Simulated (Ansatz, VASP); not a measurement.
**HfO2: VASP beside Ansatz**

Contents of INCAR:

```
ALGO = Normal
EDIFF = 1E-7
EDIFFG = -0.01
ENCUT = 600
GGA = PS
GGA_COMPAT = F
IBRION = 2
ISIF = 3
ISMEAR = -1
IVDW = 12
LASPH = T
LCHARG = F
LREAL = F
LWAVE = F
NELM = 120
NELMIN = 4
NSW = 60
PREC = Accurate
SIGMA = 0.05
```

File KPOINTS:

```
k-points
0
Gamma
  8 8 5
```

Contents of POSCAR:

```
HfO2
1.0
    3.5580193300      0.0000000000      0.0000000000
    0.0000000000      3.5580193300      0.0000000000
    0.0000000000      0.0000000000      5.1718612100
Hf O
2 4
Direct
    0.0000000000      0.0000000000      0.0000000000
    0.5000000000      0.5000000000      0.5000000000
    0.0000000000      0.5000000000      0.1972078800
    0.5000000000      0.0000000000      0.3027921200
    0.5000000000      0.0000000000      0.8027921200
    0.0000000000      0.5000000000      0.6972078800
```

The input input.yaml:

```yaml
crystal:
  lattice:
    - [3.55801933, 0.0, 0.0]
    - [0.0, 3.55801933, 0.0]
    - [0.0, 0.0, 5.17186121]
  atoms:
    - { symbol: Hf, position: [0.0, 0.0, 0.0] }
    - { symbol: Hf, position: [0.5, 0.5, 0.5] }
    - { symbol: O, position: [0.0, 0.5, 0.19720788] }
    - { symbol: O, position: [0.5, 0.0, 0.30279212] }
    - { symbol: O, position: [0.5, 0.0, 0.80279212] }
    - { symbol: O, position: [0.0, 0.5, 0.69720788] }
hamiltonian:
  xc: pbesol
  pseudopotentials: { kind: paw }
  dispersion: d3bj
kpoints:
  mp_grid: { grid: [8, 8, 5] }
scf:
  occupations: { method: fermi_dirac, width: 0.05 }
output:
  forces: true
  stress: true
relax:
  f_tol: 0.01
  max_steps: 40
  cell: { stress_tol: 0.05 }
```

Alike in both runs: task relaxation of cell and atoms; functional PBEsol; dispersion D3(BJ); k mesh 8 × 8 × 5; occupations fermi-dirac, width 0.05 eV; no spin polarisation.

```csv
,VASP,Ansatz
version,VASP 6.6.1,Ansatz 0.2.0
potentials or method,"VASP PAW PBE potentials, release 64 (Hf_pv, O)",Ansatz PAW
plane-wave cutoff (eV),600,420
valence electrons in the cell,44,76
```

Ansatz gave:

| Property | Result |
| --- | --- |
| relaxed volume (Å³/atom) | 10.77 |
| relaxed cell length with the largest relative difference (Å) | 5.124 |

Task: Estimate VASP's values.

Result: Relaxed volume (Å³/atom): 10.60; relaxed cell length with the largest relative difference (Å): 5.088.

VASP's potentials were made for PBE, not for PBEsol. VASP's potentials hold 44 valence electrons a cell and Ansatz's 76, so a difference there can come from the potentials and not from the codes.

Spin-orbit coupling is off throughout. Noted on Ansatz's run: odd divisions of the mesh miss points on the zone boundary, where band edges often lie, so the gap on the mesh can be too wide; the plane-wave basis is chosen anew once the cell has moved, so the energies of steps on either side of that aren't comparable.
